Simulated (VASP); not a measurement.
A run of VASP 6.6.1 is set up as follows.

The input INCAR:

```
PREC     = Accurate       # precision mode
ENCUT    = 520            # plane-wave cutoff, eV
EDIFF    = 1E-6           # SCF threshold, eV
ISMEAR   = 0              # smearing method
SIGMA    = 0.15           # smearing width, eV
LREAL    = False          # projectors in reciprocal space
LASPH    = True           # aspherical terms in the spheres
NELM     = 60             # most SCF steps
ALGO     = Fast           # electronic algorithm
ISIF     = 2              # what is computed and relaxed
LWAVE    = False          # write WAVECAR
LCHARG   = False          # write CHGCAR
GGA      = PE             # functional
NBANDS   = 10             # bands
```

File KPOINTS:

```
Automatic mesh
0
Gamma
  22 22 22
```

Contents of POSCAR:

```
Ir
1.0
    0.0000000000      1.9197000000      1.7277300000
    1.9197000000      0.0000000000      1.7277300000
    1.9197000000      1.9197000000      0.0000000000
Ir
1
Direct
    0.0000000000      0.0000000000      0.0000000000
```

Potentials or basis: VASP PAW PBE potentials, release 64 (Ir).

Command:

```console
$ cat potpaw_PBE.64/Ir/POTCAR > POTCAR
$ mpirun -np 1 vasp_std > vasp.out
```

(1) Predict the pressure.

Answers

(1) 66.9 GPa.

Caveat: the cell differs from its parent crystal (strain -0.1000 x Voigt [0, 0, 1, 0, 0, 0]).
